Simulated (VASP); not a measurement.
Here is a VASP 6.6.1 calculation.

INCAR

```
SYSTEM = BeZn2Te3
PREC = Accurate
ENCUT = 520
EDIFF = 1E-6
ISMEAR = 0
SIGMA = 0.1
LREAL = .False.
LASPH = .True.
NELM = 60
ALGO = Normal
ISIF = 2
LWAVE = .False.
LCHARG = .False.
GGA = PE
NBANDS = 31
```

KPOINTS

```
Automatic mesh
0
Gamma
  4 4 4
  0 0 0
```

POSCAR

```
BeZn2Te3
1.0
    5.5006270146      0.0000000000      0.0000000000
    0.0000000000      5.5006270146      0.0000000000
    0.0000000000      0.0000000000      5.9062430939
Be Zn Te
1 2 3
Direct
    0.5000000000      0.5000000000      0.5000000000
    0.0000000000      0.5000000000      0.0000000000
    0.5000000000      0.0000000000      0.0000000000
    0.5000000000      0.5000000000      0.0000000000
    0.0000000000      0.0000000000      0.5000000000
    0.0000000000      0.0000000000      0.0000000000
```

Potentials or basis: VASP PAW PBE potentials, release 64 (Be, Zn, Te).

Run with:

```bash
$ cat potpaw_PBE.64/Be/POTCAR potpaw_PBE.64/Zn/POTCAR potpaw_PBE.64/Te/POTCAR > POTCAR
$ mpirun -np 1 vasp_std > vasp.out
```

Q: Predict the pressure.

A: 0.1 GPa.

Q: Estimate the band gap on the k mesh.

A: Zero (band 22 reaches 3.70 eV, above the bottom of band 23 at 2.48 eV).

Stress tensor (GPa, compression positive):
```
0.13 0.00 0.00
0.00 0.13 0.00
0.00 0.00 0.00
```

Caveat: spin-orbit coupling is left out, which moves the levels of the heavy elements.
